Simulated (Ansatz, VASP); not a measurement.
**One calculation of Cd4C, two programs**

```
CELL_PARAMETERS angstrom
-2.97731 2.97731 2.97731
2.97731 -2.97731 2.97731
2.97731 2.97731 -2.97731
ATOMIC_POSITIONS crystal
Cd 0.50000 0.50000 0.50000
Cd 0.50000 0.00000 0.00000
Cd 0.00000 0.00000 0.50000
Cd 0.00000 0.50000 0.00000
C 0.00000 0.00000 0.00000
```

Change from the starting cell: species swapped into the Hg4Pt type (Im-3m, No. 229).

Alike in both runs: functional PBE; k mesh 10 × 10 × 10; occupations gaussian, width 0.1 eV; no spin polarisation.

Ansatz relaxed the structure, and its values are those at the end. VASP's run is a single point on that final structure, the one shown.

|  | VASP | Ansatz |
| --- | --- | --- |
| version | VASP 6.6.1 | Ansatz 0.2.0 |
| potentials or method | VASP PAW PBE potentials, release 64 (Cd, C), cutoff 520 eV | scalar-relativistic, plane waves, PAW |
| valence electrons in the cell | 52 | 84 |

VASP gave:

- gap on the k mesh at the Fermi level (eV): none
- pressure (GPa): 0.4

Estimate Ansatz's values.

gap on the k mesh at the Fermi level (eV): none; pressure (GPa): 0.0.

A gap of «none» marks a metal or a gap that the smearing closes. With one functional, cell and mesh, what is left measures potentials, basis and numerics. VASP's potentials hold 52 valence electrons a cell and Ansatz's 84, so a difference there can come from the potentials and not from the codes.
